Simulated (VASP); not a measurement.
# SiC3 (P1) in VASP: relaxation of cell and atoms with PBEsol

Aim: the relaxation of cell and atoms of SiC3 with PBEsol.

All numbers are computed with VASP 6.6.1; they aren't measurements. Logs are shortened: lines on timing, memory, paths and dates and some standing lists are left out, and cuts for length are marked.

### Step 1. The cell of the first run

The typed cell holds 24 atoms: a = 5.700 Å, b = 5.700 Å, c = 6.946 Å, α = 89.35°, β = 90.65°, γ = 120.23°.

### Step 2. Relaxation of cell and atoms, PBEsol

The input, INCAR:

```
PREC = Accurate ; ENCUT = 600
EDIFF = 1E-7 ; ISMEAR = 0
SIGMA = 0.1 ; LREAL = Auto
LASPH = True ; NELM = 100
ALGO = Normal ; ISIF = 3
LWAVE = False ; LCHARG = False
GGA = PS ; IBRION = 2
NSW = 45 ; EDIFFG = -0.04
ISYM = 0
```

The input, KPOINTS:

```
regular mesh
0
Gamma
  4 4 3
```

The input, POSCAR:

```
SiC3
1.0
   -4.0074078971     -4.0535805624      0.0094500783
   -0.0092943012      4.0534247853      4.0070807069
   -3.9918192860      4.0474420297     -3.9918036501
C Si
18 6
Direct
    0.4916710560      0.0064800506      0.0089805550
    0.0142915841      0.0274066369      0.0169235930
    0.8472530662      0.1840216044      0.6824979713
    0.6414420004      0.3034683592      0.3239309927
    0.4708824289      0.4839476691      0.0169233262
    0.0118602700      0.4864435854      0.9841158088
    0.3143082039      0.6510934963      0.6825219530
    0.6623919748      0.8358214441      0.2991700281
    0.1947808606      0.8567917742      0.3239395345
    0.3283253391      0.1699249479      0.9509098293
    0.8383740815      0.1796507158      0.9188663899
    0.6679408841      0.2973218603      0.5596739049
    0.1520770131      0.3462729856      0.6259153957
    0.5096472892      0.5106032084      0.2441522044
    0.3186687743      0.6599717382      0.9188971016
    0.2010174940      0.8303833562      0.5596897580
    0.4964283575      0.0017649213      0.2300023106
    0.9876285494      0.9885847314      0.2441640793
    0.3349601586      0.1633722595      0.6833344536
    0.1808315661      0.3174395859      0.3627011933
    0.8559504812      0.6424036999      0.6255493280
    0.9880261959      0.5102063161      0.2404567696
    0.8268818215      0.6713937199      0.9304526412
    0.6491680629      0.8491243889      0.5660934260
```

Potentials or basis: VASP PAW PBE potentials, release 64 (C, Si).

The run is started by

```sh
> cat potpaw_PBE.64/C/POTCAR potpaw_PBE.64/Si/POTCAR > POTCAR
> mpirun -np 1 vasp_std > vasp.out
```

OUTCAR:

```text
PREC = Accurate
   ENCUT = 600
   EDIFF = 1E-7
   ISMEAR = 0
   LREAL = Auto
   LASPH = True
   NELM = 100
   ISIF = 3
   GGA = PS
   IBRION = 2
   NSW = 45
   EDIFFG = -0.04
   ISYM = 0

 ion  position               nearest neighbor table
   1  0.492  0.006  0.009-  17 1.54  10 1.66  15 1.82  11 1.82
   2  0.014  0.027  0.017-  18 1.59  10 1.62  11 1.75  23 1.86
   3  0.847  0.184  0.682-  13 1.56  11 1.64  12 1.68  24 1.85
   4  0.641  0.303  0.324-  17 1.63  12 1.64  14 1.77  22 1.81
   5  0.471  0.484  0.017-  14 1.59  10 1.62  15 1.75  23 1.86
   6  0.012  0.486  0.984-  11 1.58  15 1.58  22 1.80  23 1.86
   7  0.314  0.651  0.683-  13 1.55  15 1.64  16 1.68  24 1.85
   8  0.662  0.836  0.299-  14 1.65  18 1.65  17 1.70  24 1.86
   9  0.195  0.857  0.324-  17 1.63  16 1.64  18 1.77  22 1.81
  10  0.328  0.170  0.951-   5 1.62   2 1.62   1 1.66  19 1.86
  11  0.838  0.180  0.919-   6 1.58   3 1.64   2 1.75   1 1.82
  12  0.668  0.297  0.560-   4 1.64   3 1.68  21 1.76  19 1.87  24 2.50
  13  0.152  0.346  0.626-   7 1.55   3 1.56  19 1.85  20 1.85
  14  0.510  0.511  0.244-   5 1.59   8 1.65   4 1.77  20 1.83
  15  0.319  0.660  0.919-   6 1.58   7 1.64   5 1.75   1 1.82
  16  0.201  0.830  0.560-   9 1.64   7 1.68  21 1.76  19 1.87  24 2.50
  17  0.496  0.002  0.230-   1 1.54   9 1.63   4 1.63   8 1.70
  18  0.988  0.989  0.244-   2 1.59   8 1.65   9 1.77  20 1.83
  19  0.335  0.163  0.683-  13 1.85  10 1.86  16 1.87  12 1.87  20 2.68  21 2.88  21 2.88
  20  0.181  0.317  0.363-  14 1.83  18 1.83  13 1.85  22 2.08  19 2.68
  21  0.856  0.642  0.626-  16 1.76  12 1.76  24 2.08  23 2.14  19 2.88  19 2.88  22 2.99
  22  0.988  0.510  0.240-   6 1.80   9 1.81   4 1.81  20 2.08  23 2.66  21 2.99
  23  0.827  0.671  0.930-   2 1.86   5 1.86   6 1.86  21 2.14  22 2.66  24 3.06
  24  0.649  0.849  0.566-   7 1.85   3 1.85   8 1.86  21 2.08  16 2.50  12 2.50  23 3.06

IMPORTANT INFORMATION: All symmetrisations will be switched off!
NOSYMM: (Re-)initialisation of all symmetry stuff for point group C_1.

----------------------------------------------------------------------------------------

                                     Primitive cell

  volume of cell :     194.9778

  direct lattice vectors                    reciprocal lattice vectors
    -4.007407897 -4.053580562  0.009450078    -0.166167153 -0.082228052  0.082793645
    -0.009294301  4.053424785  4.007080707    -0.082793275  0.082237619  0.166177459
    -3.991819286  4.047442030 -3.991803650    -0.083503513  0.082357687 -0.083503882

  length of vectors
     5.700080941  5.699739877  6.946287107     0.203046209  0.203058367  0.143974038

  position of ions in fractional coordinates (direct lattice)
     0.491671056  0.006480051  0.008980555
     0.014291584  0.027406637  0.016923593
     0.847253066  0.184021604  0.682497971
     0.641442000  0.303468359  0.323930993
     0.470882429  0.483947669  0.016923326
     0.011860270  0.486443585  0.984115809
[... 16 lines left out ...]
     0.826881822  0.671393720  0.930452641
     0.649168063  0.849124389  0.566093426

  ion indices of the primitive-cell ions
   primitive index   ion index
                 1           1
                 2           2
                 3           3
                 4           4
                 5           5
                 6           6
[... 16 lines left out ...]
                23          23
                24          24

----------------------------------------------------------------------------------------

 KPOINTS: regular mesh

Automatic generation of k-mesh.
 Grid dimensions read from file:
 generate k-points for:    4    4    3

 Generating k-lattice:

  Cartesian coordinates                     Fractional coordinates (reciprocal lattice)
    -0.041541788 -0.020557013  0.020698411     0.250000000  0.000000000  0.000000000
    -0.020698319  0.020559405  0.041544365    -0.000000000  0.250000000  0.000000000
    -0.027834504  0.027452562 -0.027834627    -0.000000000  0.000000000  0.333333333

  Length of vectors
     0.050761552  0.050764592  0.047991346

  Shift w.r.t. Gamma in fractional coordinates (k-lattice)
     0.000000000  0.000000000  0.000000000

 Subroutine IBZKPT returns following result:
 ===========================================

 Found     26 irreducible k-points:

 Following reciprocal coordinates:
            Coordinates               Weight
  0.000000  0.000000  0.000000      1.000000
  0.250000 -0.000000  0.000000      2.000000
  0.500000 -0.000000  0.000000      1.000000
 -0.000000  0.250000  0.000000      2.000000
  0.250000  0.250000  0.000000      2.000000
  0.500000  0.250000  0.000000      2.000000
[... 16 lines left out ...]
  0.000000 -0.250000  0.333333      2.000000
  0.250000 -0.250000  0.333333      2.000000
 [... further k-points ...]
   k-points           NKPTS =     26   k-points in BZ     NKDIM =     26   number of bands    NBANDS=     61
   number of dos      NEDOS =    301   number of ions     NIONS =     24
   total plane-waves  NPLWV = 129024
   dimension x,y,z NGX =    48 NGY =   48 NGZ =   56
   dimension x,y,z NGXF=    96 NGYF=   96 NGZF=  112
   ions per type =              18   6
   NGX,Y,Z   is equivalent  to a cutoff of  14.00, 14.00, 13.40 a.u.
   NGXF,Y,Z  is equivalent  to a cutoff of  28.00, 28.00, 26.81 a.u.
 SYSTEM =  unknown system
   PREC   = accura    normal or accurate (medium, high low for compatibility)
   ISTART =      0    job   : 0-new  1-cont  2-samecut
   ICHARG =      2    charge: 1-file 2-atom 10-const
   ISPIN  =      1    spin polarized calculation?
   LNONCOLLINEAR =      F non collinear calculations
   LSORBIT =      F    spin-orbit coupling
   LASPH  =      T    aspherical Exc in radial PAW
   ENCUT  =  600.0 eV  44.10 Ry    6.64 a.u.  11.38 11.38 13.87*2*pi/ulx,y,z
   NELM   =    100;   NELMIN=  2; NELMDL= -5     # of ELM steps
   EDIFF  = 0.1E-06   stopping-criterion for ELM
   LREAL  =      T    real-space projection
   EDIFFG = -.4E-01   stopping-criterion for IOM
   NSW    =     45    number of steps for IOM
   IBRION =      2    ionic relax: 0-MD 1-quasi-New 2-CG
   NFREE  =      1    steps in history (QN), initial steepest desc. (CG)
   ISIF   =      3    stress and relaxation
   ISYM   =      0    0-nonsym 1-usesym 2-fastsym
   POTIM  = 0.5000    time-step for ionic-motion
   TEBEG  =    0.0;   TEEND  =   0.0 temperature during run
   PSTRESS=    0.0 pullay stress
   NELECT =      96.0000    total number of electrons
   NUPDOWN=      -1.0000    fix difference up-down
   EMIN   =  10.00;   EMAX   =-10.00  energy-range for DOS
   EFERMI =   0.00;   METHOD = LEGACY
   ISMEAR =     0;   SIGMA  =   0.10  broadening in eV -4-tet -1-fermi 0-gaus
   EFERMI_NEDOS =   21; number of points for ismear=-14 and -15
   IALGO  =     38    algorithm
   IMIX   =      4    mixing-type and parameters
     AMIX     =   0.40;   BMIX     =  1.00
     AMIX_MAG =   1.60;   BMIX_MAG =  1.00
  volume/ion in A,a.u.               =       8.12        54.82
  Fermi-wavevector in a.u.,A,eV,Ry     =   1.292717  2.442881 22.736938  1.671118
  Thomas-Fermi vector in A             =   2.424408
   LORBIT       =      0    0 simple, 1 ext, 2 COOP (PROOUT), +10 PAW based schemes
   GGA     = PS    functional components
   LHFCALC =     F    Hartree Fock is set to
   AEXX    =    0.0000 exact exchange contribution
   IVDW    =     0    specifies the selected vdW correction
   LEPSILON=     F    determine dielectric tensor
   LRPA    =     F    only Hartree local field effects (RPA)
 conjugate gradient relaxation of ions
 non-spin polarized calculation
 Gauss-broadening in eV      SIGMA  =   0.10
  energy-cutoff  :      600.00
  volume of cell :      194.98
 maximum number of plane-waves:      6536
 NGX is ok and might be reduce to    48
   NGX = 23   NGY = 23   NGZ = 27

--------------------------------------- Ionic step        1  -------------------------------------------

 number of electron      96.0000001 magnetization

 Free energy of the ion-electron system (eV)
  ---------------------------------------------------
  ext. energy  EPLUGINS =         0.00000000
  ---------------------------------------------------
  free energy    TOTEN  =      -191.47119329 eV

  energy without entropy =     -191.47119324  energy(sigma->0) =     -191.47119327

------------------------ aborting loop because EDIFF is reached ----------------------------------------

  FORCE on cell =-STRESS in cart. coord.  units (eV):
  Direction    XX          YY          ZZ          XY          YZ          ZX
  --------------------------------------------------------------------------------------
  -------------------------------------------------------------------------------------
  Total        0.0806650      0.3893133      0.0970891     -0.1263960     -0.1206251     -0.0298409
  in kB        0.6628428      3.1990773      0.7978033     -1.0386252     -0.9912038     -0.2452097
  external PRESSURE =       1.5532411 kB  Pullay stress =       0.0000000 kB

 VOLUME and BASIS-vectors are now :
 -----------------------------------------------------------------------------
  energy-cutoff  :      600.00
  volume of cell :      194.98
      direct lattice vectors                 reciprocal lattice vectors
    -4.007407897 -4.053580562  0.009450078    -0.166167153 -0.082228052  0.082793645
    -0.009294301  4.053424785  4.007080707    -0.082793275  0.082237619  0.166177459
    -3.991819286  4.047442030 -3.991803650    -0.083503513  0.082357687 -0.083503882
[... 83 lines left out ...]
     -7.03477      3.13929     -1.01543        -0.029743      0.020902     -0.028813
     -4.87138      3.10570      1.14815         0.006528     -0.005328      0.005743
 -----------------------------------------------------------------------------------
    total drift:                               -0.005473      0.000785     -0.001505

  FREE ENERGIE OF THE ION-ELECTRON SYSTEM (eV)
  ---------------------------------------------------
  free  energy   TOTEN  =      -191.4713778936 eV

  energy  without entropy=     -191.4713778402  energy(sigma->0) =     -191.47137787

--------------------------------------- Ionic step        3  -------------------------------------------

 number of electron      96.0000001 magnetization

 Free energy of the ion-electron system (eV)
  ---------------------------------------------------
  ext. energy  EPLUGINS =         0.00000000
  ---------------------------------------------------
  free energy    TOTEN  =      -191.47153451 eV

  energy without entropy =     -191.47153446  energy(sigma->0) =     -191.47153448

 E-fermi :  10.4716     XC(G=0): -12.2096

 val. band max:       10.1427729196   @ k =   0.0000   0.0000   0.0000
 cond. band min:      10.8201513034   @ k =   0.0000  -0.2500   0.3333
 fundamental gap:      0.6773783838
 Fermi energy:        10.4716482226

 k-point     1 :       0.0000    0.0000    0.0000
  band No.  band energies     occupation
      1      -9.6158      2.00000
      2      -7.5415      2.00000
      3      -7.2026      2.00000
      4      -5.7870      2.00000
      5      -5.6586      2.00000
      6      -5.6172      2.00000
[... 1501 lines left out ...]
     59      13.8169      0.00000
     60      14.0941      0.00000

 [... further k-points ...]

 [bands above 60 left out]

------------------------ aborting loop because EDIFF is reached ----------------------------------------

  FORCE on cell =-STRESS in cart. coord.  units (eV):
  Direction    XX          YY          ZZ          XY          YZ          ZX
  --------------------------------------------------------------------------------------
  -------------------------------------------------------------------------------------
  Total       -0.1431915      0.0198557     -0.1373712     -0.0570498     -0.0543461      0.0246447
  in kB       -1.1758394      0.1630485     -1.1280451     -0.4684737     -0.4462715      0.2023742
  external PRESSURE =      -0.7136120 kB  Pullay stress =       0.0000000 kB

 VOLUME and BASIS-vectors are now :
 -----------------------------------------------------------------------------
  energy-cutoff  :      600.00
  volume of cell :      195.11
      direct lattice vectors                 reciprocal lattice vectors
    -4.007181975 -4.054864097  0.010179307    -0.166160592 -0.082202944  0.082766233
    -0.010051289  4.054736010  4.006961510    -0.082766921  0.082210789  0.166167066
    -3.992674146  4.050507237 -3.992709004    -0.083485990  0.082294677 -0.083485287
[... 25 lines left out ...]
     -7.03450      3.13778     -1.01568        -0.007897      0.005932     -0.006835
     -4.87046      3.10405      1.14846        -0.001644      0.002898     -0.000963
 -----------------------------------------------------------------------------------
    total drift:                               -0.005100     -0.001055     -0.001043

  FREE ENERGIE OF THE ION-ELECTRON SYSTEM (eV)
  ---------------------------------------------------
  free  energy   TOTEN  =      -191.4715345052 eV

  energy  without entropy=     -191.4715344567  energy(sigma->0) =     -191.47153448

 reached required accuracy - stopping structural energy minimisation
```

Run time: 11 min. Hardware: 1 thread of Intel Xeon Platinum 8559C (Emerald Rapids), shared host; peak memory 0.46 GiB.

Results:

```yaml
Free_energy: -191.4715 eV
Relaxed_volume: 8.13 Å³/atom
Relaxed_cell: a = 5.701 Å, b = 5.701 Å, c = 6.949 Å, α = 89.33°, β = 90.67°, γ = 120.23°
Space_group_after_relaxing_to_0.05_Å: Cm (No. 8)
Energy_gained_by_relaxing: 0.0 meV/atom
Ionic_steps: 3
Pressure_after_relaxing: -0.1 GPa
Largest_force_after_relaxing: 0.023 eV/Å
Band_gap_on_the_k_mesh: 0.68 eV, indirect (least direct gap 0.75 eV)
```

Forces on the atoms (eV/Å):
```
C   -0.012 -0.003 -0.009
C    0.010 -0.002 -0.007
C    0.004  0.000  0.008
C   -0.006  0.001  0.019
C   -0.006 -0.001  0.010
C    0.005 -0.015  0.004
C    0.009 -0.001  0.005
C   -0.006  0.017 -0.004
C    0.018  0.001 -0.005
C    0.001 -0.002  0.001
C   -0.003 -0.002 -0.001
C   -0.005  0.015  0.011
C   -0.001  0.008 -0.002
C    0.006 -0.002 -0.009
C   -0.001 -0.002 -0.003
C    0.012  0.015 -0.005
C   -0.001 -0.017  0.000
C   -0.008 -0.003  0.007
Si  -0.002 -0.003 -0.004
Si   0.000  0.004  0.001
Si   0.000 -0.023 -0.005
Si  -0.005  0.007 -0.003
Si  -0.008  0.006 -0.007
Si  -0.002  0.003 -0.001
```

The path:
```
step  energy change (eV)  largest force (eV/Å)  pressure (GPa)  volume (Å³)
   1              0.0000                0.0440            0.16       194.98
   2             -0.0002                0.0581           -0.23       195.20
   3             -0.0003                0.0230           -0.07       195.11
```

Final structure:
```
C Si
1.0
    -4.00718   -4.05486    0.01018
    -0.01005    4.05474    4.00696
    -3.99267    4.05051   -3.99271
C Si
18 6
Cartesian
  -2.0059 -1.9312 -0.0046
  -0.1249 0.1218 0.0426
  -6.1212 0.0756 -1.9793
  -3.8664 -0.0578 -0.0706
  -1.9592 0.1216 1.8767
  -3.9822 5.9106 -1.9805
  -3.9914 4.1305 -0.1123
  -3.8571 1.9156 2.1614
  -2.0823 3.9970 2.1420
  -5.1141 3.2090 -3.1126
  -7.0296 1.0503 -2.9410
  -4.9140 0.7639 -1.0365
  -3.1118 3.3222 -1.1100
  -3.0222 0.9928 1.0760
  -4.9529 5.1053 -1.0207
  -3.0485 4.8187 1.0949
  -2.9083 -1.0751 -0.9068
  -4.9427 0.9928 2.9965
  -4.0725 2.0720 -2.0706
  -2.1763 2.0231 -0.1747
  -5.9345 1.6686 0.0846
  -4.9242 -0.9641 1.0946
  -7.0345 3.1378 -1.0157
  -4.8705 3.1041 1.1485
```

Caveat: the PAW data sets were made with another functional, which shifts forces and pressure a little.
